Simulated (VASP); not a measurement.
# AlN (P6_3/mmc) in VASP: further runs

AlN is run at these levels: PBE; tasks: single point.

All numbers are computed with VASP 6.6.1; they aren't measurements. Logs are shortened: lines on timing, memory, paths and dates and some standing lists are left out, and cuts for length are marked.

## 1. The cell of the first run

It takes space group P6_3/mmc (No. 194, hexagonal). The conventional cell has a = 3.355 Å, b = 3.355 Å, c = 3.811 Å, α = 90.00°, β = 90.00°, γ = 120.00°. Within 2.5 Å of Al (site symmetry -6m2) lie 5 N at 1.91 to 1.94 Å. Within 2.5 Å of N (site symmetry -6m2) lie 5 Al at 1.91 to 1.94 Å.

## 2. Single point, PBE

Input file INCAR:

```
PREC     = Accurate       # precision mode
ENCUT    = 520            # plane-wave cutoff, eV
EDIFF    = 1E-6           # SCF threshold, eV
ISMEAR   = 0              # smearing method
SIGMA    = 0.05           # smearing width, eV
LREAL    = F              # projectors in reciprocal space
LASPH    = T              # aspherical terms in the spheres
NELM     = 80             # most SCF steps
ALGO     = Normal         # electronic algorithm
ISIF     = 2              # what is computed and relaxed
LWAVE    = F              # write WAVECAR
LCHARG   = F              # write CHGCAR
GGA      = PE             # functional
NBANDS   = 16             # bands
```

Input file KPOINTS:

```
regular mesh
0
Gamma
  9 9 6
```

Input file POSCAR:

```
AlN
1.0
    3.3549000000      0.0000000000      0.0000000000
   -1.6774500000      2.9054286271      0.0000000000
    0.0000000000      0.0000000000      3.8107000000
Al N
2 2
Direct
    0.3333333333      0.6666666667      0.7500000000
    0.6666666667      0.3333333333      0.2500000000
    0.3333333333      0.6666666667      0.2500000000
    0.6666666667      0.3333333333      0.7500000000
```

Potentials or basis: VASP PAW PBE potentials, release 64 (Al, N).

On the command line:

```bash
> cat potpaw_PBE.64/Al/POTCAR potpaw_PBE.64/N/POTCAR > POTCAR
> mpirun -np 1 vasp_std > vasp.out
```

OUTCAR:

```text
PREC = Accurate
   ENCUT = 520
   EDIFF = 1E-6
   ISMEAR = 0
   LREAL = F
   LASPH = T
   NELM = 80
   ISIF = 2
   GGA = PE

 ion  position               nearest neighbor table
   1  0.333  0.667  0.750-   3 1.91   3 1.91   4 1.94   4 1.94   4 1.94   2 2.72   2 2.72   2 2.72
                             2 2.72   2 2.72   2 2.72
   2  0.667  0.333  0.250-   4 1.91   4 1.91   3 1.94   3 1.94   3 1.94   1 2.72   1 2.72   1 2.72
                             1 2.72   1 2.72   1 2.72
   3  0.333  0.667  0.250-   1 1.91   1 1.91   2 1.94   2 1.94   2 1.94
   4  0.667  0.333  0.750-   2 1.91   2 1.91   1 1.94   1 1.94   1 1.94

  LATTYP: Found a hexagonal cell.
 ALAT       =     3.3549000000
 C/A-ratio  =     1.1358609795

  Lattice vectors:

 A1 = (   3.3549000000,   0.0000000000,   0.0000000000)
 A2 = (  -1.6774500000,   2.9054286271,   0.0000000000)
 A3 = (   0.0000000000,   0.0000000000,   3.8107000000)

Analysis of symmetry for initial positions (statically):
=====================================================================
 Subroutine PRICEL returns:
 Original cell was already a primitive cell.

 Routine SETGRP: Setting up the symmetry group for a
 hexagonal supercell.

 Subroutine GETGRP returns: Found 24 space group operations
 (whereof 12 operations were pure point group operations)
 out of a pool of 24 trial point group operations.

The static configuration has the point symmetry D_3d.
 The point group associated with its full space group is D_6h.

Analysis of symmetry for dynamics (positions and initial velocities):
=====================================================================
 Subroutine PRICEL returns:
 Original cell was already a primitive cell.

 Routine SETGRP: Setting up the symmetry group for a
 hexagonal supercell.

 Subroutine GETGRP returns: Found 24 space group operations
 (whereof 12 operations were pure point group operations)
 out of a pool of 24 trial point group operations.

The dynamic configuration has the point symmetry D_3d.
 The point group associated with its full space group is D_6h.

 Subroutine INISYM returns: Found 24 space group operations
 (whereof 12 operations are pure point group operations),
 and found     1 'primitive' translations

----------------------------------------------------------------------------------------

                                     Primitive cell

  volume of cell :      37.1445

  direct lattice vectors                    reciprocal lattice vectors
     3.354900000  0.000000000  0.000000000     0.298071478  0.172091648  0.000000000
    -1.677450000  2.905428627  0.000000000     0.000000000  0.344183296  0.000000000
     0.000000000  0.000000000  3.810700000     0.000000000  0.000000000  0.262418978

  length of vectors
     3.354900000  3.354900000  3.810700000     0.344183296  0.344183296  0.262418978

  position of ions in fractional coordinates (direct lattice)
     0.333333333  0.666666667  0.750000000
     0.666666667  0.333333333  0.250000000
     0.333333333  0.666666667  0.250000000
     0.666666667  0.333333333  0.750000000

  ion indices of the primitive-cell ions
   primitive index   ion index
                 1           1
                 2           2
                 3           3
                 4           4

----------------------------------------------------------------------------------------

 KPOINTS: regular mesh

Automatic generation of k-mesh.
 Grid dimensions read from file:
 generate k-points for:    9    9    6

 Generating k-lattice:

  Cartesian coordinates                     Fractional coordinates (reciprocal lattice)
     0.033119053  0.019121294  0.000000000     0.111111111  0.000000000  0.000000000
     0.000000000  0.038242588  0.000000000     0.000000000  0.111111111  0.000000000
     0.000000000  0.000000000  0.043736496     0.000000000  0.000000000  0.166666667

  Length of vectors
     0.038242588  0.038242588  0.043736496

  Shift w.r.t. Gamma in fractional coordinates (k-lattice)
     0.000000000  0.000000000  0.000000000

 Subroutine IBZKPT returns following result:
 ===========================================

 Found     48 irreducible k-points:

 Following reciprocal coordinates:
            Coordinates               Weight
  0.000000  0.000000  0.000000      1.000000
  0.111111  0.000000  0.000000      6.000000
  0.222222  0.000000  0.000000      6.000000
  0.333333  0.000000  0.000000      6.000000
  0.444444  0.000000  0.000000      6.000000
  0.111111  0.111111  0.000000      6.000000
[... 16 lines left out ...]
  0.333333  0.222222  0.166667     24.000000
  0.333333  0.333333  0.166667      4.000000
 [... further k-points ...]
   k-points           NKPTS =     48   k-points in BZ     NKDIM =     48   number of bands    NBANDS=     16
   number of dos      NEDOS =    301   number of ions     NIONS =      4
   total plane-waves  NPLWV =  21952
   dimension x,y,z NGX =    28 NGY =   28 NGZ =   28
   dimension x,y,z NGXF=    56 NGYF=   56 NGZF=   56
   ions per type =               2   2
   NGX,Y,Z   is equivalent  to a cutoff of  13.87, 13.87, 12.22 a.u.
   NGXF,Y,Z  is equivalent  to a cutoff of  27.75, 27.75, 24.43 a.u.
 SYSTEM =  unknown system
   PREC   = accura    normal or accurate (medium, high low for compatibility)
   ISTART =      0    job   : 0-new  1-cont  2-samecut
   ICHARG =      2    charge: 1-file 2-atom 10-const
   ISPIN  =      1    spin polarized calculation?
   LNONCOLLINEAR =      F non collinear calculations
   LSORBIT =      F    spin-orbit coupling
   LASPH  =      T    aspherical Exc in radial PAW
   ENCUT  =  520.0 eV  38.22 Ry    6.18 a.u.   6.24  6.24  7.09*2*pi/ulx,y,z
   NELM   =     80;   NELMIN=  2; NELMDL= -5     # of ELM steps
   EDIFF  = 0.1E-05   stopping-criterion for ELM
   LREAL  =      F    real-space projection
   EDIFFG = 0.1E-04   stopping-criterion for IOM
   NSW    =      0    number of steps for IOM
   IBRION =     -1    ionic relax: 0-MD 1-quasi-New 2-CG
   NFREE  =      0    steps in history (QN), initial steepest desc. (CG)
   ISIF   =      2    stress and relaxation
   ISYM   =      2    0-nonsym 1-usesym 2-fastsym
   POTIM  = 0.5000    time-step for ionic-motion
   TEBEG  =    0.0;   TEEND  =   0.0 temperature during run
   PSTRESS=    0.0 pullay stress
   NELECT =      16.0000    total number of electrons
   NUPDOWN=      -1.0000    fix difference up-down
   EMIN   =  10.00;   EMAX   =-10.00  energy-range for DOS
   EFERMI =   0.00;   METHOD = LEGACY
   ISMEAR =     0;   SIGMA  =   0.05  broadening in eV -4-tet -1-fermi 0-gaus
   EFERMI_NEDOS =   21; number of points for ismear=-14 and -15
   IALGO  =     38    algorithm
   IMIX   =      4    mixing-type and parameters
     AMIX     =   0.40;   BMIX     =  1.00
     AMIX_MAG =   1.60;   BMIX_MAG =  1.00
  volume/ion in A,a.u.               =       9.29        62.67
  Fermi-wavevector in a.u.,A,eV,Ry     =   1.236374  2.336409 20.798157  1.528621
  Thomas-Fermi vector in A             =   2.370985
   LORBIT       =      0    0 simple, 1 ext, 2 COOP (PROOUT), +10 PAW based schemes
   GGA     = PE    functional components
   LHFCALC =     F    Hartree Fock is set to
   AEXX    =    0.0000 exact exchange contribution
   IVDW    =     0    specifies the selected vdW correction
   LEPSILON=     F    determine dielectric tensor
   LRPA    =     F    only Hartree local field effects (RPA)
 non-spin polarized calculation
 Gauss-broadening in eV      SIGMA  =   0.05
  energy-cutoff  :      520.00
  volume of cell :       37.14
 maximum number of plane-waves:      1016
 NGX is ok and might be reduce to    28
   NGX = 13   NGY = 13   NGZ = 15

 number of electron      16.0000002 magnetization

 Free energy of the ion-electron system (eV)
  ---------------------------------------------------
  ext. energy  EPLUGINS =         0.00000000
  ---------------------------------------------------
  free energy    TOTEN  =       -28.97697636 eV

  energy without entropy =      -28.97697636  energy(sigma->0) =      -28.97697636

 E-fermi :   8.4295     XC(G=0): -11.4375

 val. band max:        8.1903239716   @ k =   0.0000   0.0000   0.0000
 cond. band min:      12.2022169593   @ k =   0.0000   0.0000   0.0000
 fundamental gap:      4.0118929878
 Fermi energy:         8.4295301032

 k-point     1 :       0.0000    0.0000    0.0000
  band No.  band energies     occupation
      1      -8.7039      2.00000
      2      -4.2185      2.00000
      3       1.6869      2.00000
      4       4.8365      2.00000
      5       4.8365      2.00000
      6       7.1317      2.00000
[... 8 lines left out ...]
     15      20.6924      0.00000
     16      20.6924      0.00000

 k-point     2 :       0.1111    0.0000    0.0000
  band No.  band energies     occupation
      1      -8.5653      2.00000
      2      -4.2711      2.00000
      3       1.8254      2.00000
      4       4.4458      2.00000
      5       4.6257      2.00000
      6       6.7003      2.00000
[... 8 lines left out ...]
     15      20.3891      0.00000
     16      21.0198      0.00000

 k-point     3 :       0.2222    0.0000    0.0000
  band No.  band energies     occupation
      1      -8.1660      2.00000
      2      -4.4648      2.00000
      3       2.2283      2.00000
      4       3.5736      2.00000
      5       4.1982      2.00000
      6       5.9640      2.00000
[... 8 lines left out ...]
     15      19.8227      0.00000
     16      21.8915      0.00000

 k-point     4 :       0.3333    0.0000    0.0000
  band No.  band energies     occupation
      1      -7.5673      2.00000
      2      -4.8588      2.00000
      3       2.7610      2.00000
      4       2.8447      2.00000
      5       3.8146      2.00000
      6       5.3934      2.00000
[... 8 lines left out ...]
     15      19.6906      0.00000
     16      23.0439      0.00000
[... 324 lines left out ...]
 k-point    22 :       0.2222    0.2222    0.1667
  band No.  band energies     occupation
      1      -7.0647      2.00000
      2      -5.1565      2.00000
      3       2.1067      2.00000
      4       2.4020      2.00000
      5       4.2531      2.00000
      6       5.0582      2.00000
[... 8 lines left out ...]
     15      21.0632      0.00000
     16      23.0733      0.00000

 k-point    23 :       0.3333    0.2222    0.1667
  band No.  band energies     occupation
      1      -6.4917      2.00000
      2      -5.5525      2.00000
      3       1.7958      2.00000
      4       2.5812      2.00000
      5       3.4980      2.00000
      6       5.5223      2.00000
[... 8 lines left out ...]
     15      21.2262      0.00000
     16      22.6145      0.00000

 k-point    24 :       0.3333    0.3333    0.1667
  band No.  band energies     occupation
      1      -5.9858      2.00000
      2      -5.9858      2.00000
      3       1.6830      2.00000
      4       2.9297      2.00000
      5       2.9297      2.00000
      6       6.1780      2.00000
[... 8 lines left out ...]
     15      20.7122      0.00000
     16      22.9851      0.00000

 [... further k-points ...]
[... 5 lines left out ...]
  --------------------------------------------------------------------------------------
  -------------------------------------------------------------------------------------
  Total        1.7801350      1.7801350      8.9230717      0.0000000     -0.0000000      0.0000000
  in kB       76.7836903     76.7836903    384.8844919      0.0000000     -0.0000000      0.0000000
  external PRESSURE =     179.4839575 kB  Pullay stress =       0.0000000 kB

 VOLUME and BASIS-vectors are now :
 -----------------------------------------------------------------------------
  energy-cutoff  :      520.00
  volume of cell :       37.14
      direct lattice vectors                 reciprocal lattice vectors
     3.354900000  0.000000000  0.000000000     0.298071478  0.172091648  0.000000000
    -1.677450000  2.905428627  0.000000000     0.000000000  0.344183296  0.000000000
     0.000000000  0.000000000  3.810700000     0.000000000  0.000000000  0.262418978

 POSITION                                       TOTAL-FORCE (eV/Angst)
 -----------------------------------------------------------------------------------
     -0.00000      1.93695      2.85803         0.000000      0.000000      0.000000
      1.67745      0.96848      0.95268         0.000000     -0.000000      0.000000
     -0.00000      1.93695      0.95268        -0.000000      0.000000      0.000000
      1.67745      0.96848      2.85803         0.000000     -0.000000      0.000000
 -----------------------------------------------------------------------------------
    total drift:                               -0.000000      0.000000      0.000000

  FREE ENERGIE OF THE ION-ELECTRON SYSTEM (eV)
  ---------------------------------------------------
  free  energy   TOTEN  =       -28.9769763585 eV

  energy  without entropy=      -28.9769763585  energy(sigma->0) =      -28.97697636
```

Wall time 12 s (1 thread of Intel Xeon 6975P-C (Granite Rapids), shared host); peak memory 0.16 GiB.

Results:

```
Free energy            : -28.9770 eV
Pressure               : 17.9 GPa
Band gap on the k mesh : 4.01 eV, direct
```

Stress tensor (GPa, compression positive):
```
 7.68  0.00  0.00
 0.00  7.68  0.00
 0.00  0.00 38.49
```

Levels at points of the mesh, in eV from the valence-band top:
| k point | band 6 | band 7 | band 8 | band 9 | band 10 | band 11 |
| --- | --- | --- | --- | --- | --- | --- |
| (0.00, 0.00, 0.00) | -1.06 | -1.06 | 0.00 | 4.01 | 5.23 | 8.62 |
| (0.00, 0.00, 0.50) | -2.25 | -2.25 | -2.25 | 6.44 | 6.44 | 8.53 |

A k mesh can miss the band edges. Expect the measured gap to be larger: semilocal functionals such as PBE lack the derivative discontinuity.

(Part 1 of 2 ends here.)
